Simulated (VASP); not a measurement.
Crystal: CaSe.

```xyz
2
Lattice="-0.0425 2.9250 2.9250 2.9250 -0.0425 2.9250 2.9250 2.9250 -0.0425" Properties=species:S:1:pos:R:3 pbc="T T T"
Ca    0.0000    0.0000    0.0000
Se    2.9037    2.9037    2.9037
```

This cell differs from its parent crystal: strain along [111] -2.1%.

Base run:

- Program: VASP 6.6.1
- Functional: PBE
- Potentials or basis: VASP PAW PBE potentials, release 64 (Ca_sv, Se)
- Cutoff: 520 eV
- k mesh: 8 × 8 × 8
- Occupations: fermi-dirac, width 0.02 eV
- Spin: no spin polarisation

Its results: band gap on the k mesh 1.91 eV, indirect (least direct gap 2.88 eV); pressure 1.9 GPa.

Question: The run is repeated on the same cell with these changes: functional from PBE to r2SCAN; occupations from fermi-dirac, width 0.02 eV to gaussian, width 0.01 eV. What comes out?

Answer: Band gap on the k mesh 2.38 eV, indirect (least direct gap 3.36 eV); pressure 1.4 GPa.

Caveats: the PAW data sets were made with another functional, which shifts forces and pressure a little (some runs).

A k mesh can miss the band edges.
